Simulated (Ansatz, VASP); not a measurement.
# ZnSe: VASP beside Ansatz

Contents of INCAR:

```
  ALGO = Normal
  EDIFF = 1E-6
  ENCUT = 520
  GGA = PE
  ISIF = 2
  ISMEAR = -1
  LASPH = T
  LCHARG = F
  LREAL = F
  LWAVE = F
  NBANDS = 16
  NELM = 100
  PREC = Accurate
  SIGMA = 0.02
```

KPOINTS

```
k-points
0
Gamma
  8 8 8
```

Contents of POSCAR:

```
ZnSe
1.0
    0.0000000000      2.6820191423      2.6820191423
    2.6820191423      0.0000000000      2.6820191423
    2.6820191423      2.6820191423      0.0000000000
Zn Se
1 1
Direct
    0.0000000000      0.0000000000      0.0000000000
    0.2500000000      0.2500000000      0.2500000000
```

Input for Ansatz:

```yaml
crystal:
  lattice:
    - [0.0, 2.6820191423, 2.6820191423]
    - [2.6820191423, 0.0, 2.6820191423]
    - [2.6820191423, 2.6820191423, 0.0]
  atoms:
    - { symbol: Zn, position: [0.0, 0.0, 0.0] }
    - { symbol: Se, position: [0.25, 0.25, 0.25] }
kpoints:
  mp_grid: { grid: [8, 8, 8] }
  band_path:
    path:
      - [0.0, 0.0, 0.0]
      - [-0.5, -0.5, 0.0]
      - [-0.375, -0.375, 0.25]
      - [-0.375, 0.0, 0.375]
      - [0.0, 0.0, 0.5]
      - [-0.5, -0.25, 0.25]
    npoints: 1
hamiltonian:
  xc: pbe
scf:
  occupations: { method: fermi_dirac, width: 0.02 }
  n_extra_bands: 4
output:
  forces: true
  stress: true
  eigenvalues: true
```

Change from the starting cell: hydrostatic strain -5.3%.

Alike in both runs: task single point; functional PBE; k mesh 8 × 8 × 8; occupations fermi-dirac, width 0.02 eV; no spin polarisation.

|  | VASP | Ansatz |
| --- | --- | --- |
| version | VASP 6.6.1 | Ansatz 0.2.0 |
| potentials or method | VASP PAW PBE potentials, release 64 (Zn, Se) | plane waves, PAW |
| plane-wave cutoff (eV) | 520 | 420 |
| valence electrons in the cell | 18 | 28 |

Ansatz gave:

| Item | Value |
| --- | --- |
| gap on the k mesh at the Fermi level (eV) | 1.99 |
| pressure (GPa) | 17.8 |

**Question.** Estimate VASP's values.

**Answer.** gap on the k mesh at the Fermi level (eV): 2.00; pressure (GPa): 18.2.

The functional is the same, so the differences come from potentials, cutoffs and numerics. VASP's potentials hold 18 valence electrons a cell and Ansatz's 28, so a difference there can come from the potentials and not from the codes.
